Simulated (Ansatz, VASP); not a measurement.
## One calculation of BiTe, two programs

INCAR

```
SYSTEM = BiTe
  PREC = Accurate
  ENCUT = 600
  EDIFF = 1E-6
  ISMEAR = -1
  SIGMA = 0.05
  LREAL = .False.
  LASPH = .True.
  NELM = 80
  ALGO = Normal
  ISIF = 3
  LWAVE = .False.
  LCHARG = .False.
  GGA = RE
  IVDW = 12
  IBRION = 2
  NSW = 60
  EDIFFG = -0.01
```

KPOINTS

```
Automatic mesh
0
Gamma
  7 7 7
  0 0 0
```

POSCAR

```
BiTe
1.0
    0.0000000000      3.2350000000      3.2350000000
    3.2350000000      0.0000000000      3.2350000000
    3.2350000000      3.2350000000      0.0000000000
Bi Te
1 1
Direct
    0.0000000000      0.0000000000      0.0000000000
    0.5000000000      0.5000000000      0.5000000000
```

Contents of input.yaml:

```yaml
crystal:
  lattice:
    - [0.0, 3.235, 3.235]
    - [3.235, 0.0, 3.235]
    - [3.235, 3.235, 0.0]
  atoms:
    - { symbol: Bi, position: [0.0, 0.0, 0.0] }
    - { symbol: Te, position: [0.5, 0.5, 0.5] }
hamiltonian:
  xc: revpbe
  pseudopotentials: { kind: paw }
  dispersion: d3bj
kpoints:
  mp_grid: { grid: [7, 7, 7] }
scf:
  occupations: { method: fermi_dirac, width: 0.05 }
output:
  forces: true
  stress: true
  eigenvalues: true
  write_density: true
  write_potential: true
  elf: true
  volumetric_format: npy
relax:
  f_tol: 0.01
  max_steps: 40
  cell: { stress_tol: 0.05 }
```

Alike in both runs: task relaxation of cell and atoms; functional revPBE; dispersion D3(BJ); k mesh 7 × 7 × 7; occupations fermi-dirac, width 0.05 eV; no spin polarisation.

|  | VASP | Ansatz |
| --- | --- | --- |
| version | VASP 6.6.1 | Ansatz 0.2.0 |
| potentials or method | VASP PAW PBE potentials, release 64 (Bi_d, Te) | Ansatz PAW |
| plane-wave cutoff (eV) | 600 | 420 |
| valence electrons in the cell | 21 | 31 |

Ansatz gave:

```
gap on the k mesh at the Fermi level, each at its own relaxed structure (eV) : none
relaxed volume (Å³/atom)                                                     : 32.32
relaxed cell length with the largest relative difference (Å)                 : 4.505
```

Problem. Which values does VASP return?

Solution. gap on the k mesh at the Fermi level, each at its own relaxed structure (eV): none; relaxed volume (Å³/atom): 32.31; relaxed cell length with the largest relative difference (Å): 4.504.

VASP's potentials were made for PBE, not for revPBE. A gap of «none» marks a metal or a gap that the smearing closes. VASP's potentials hold 21 valence electrons a cell and Ansatz's 31, so a difference there can come from the potentials and not from the codes.

Neither program's run includes spin-orbit coupling. Noted on Ansatz's run: the plane-wave basis is chosen anew once the cell has moved, so the energies of steps on either side of that aren't comparable.
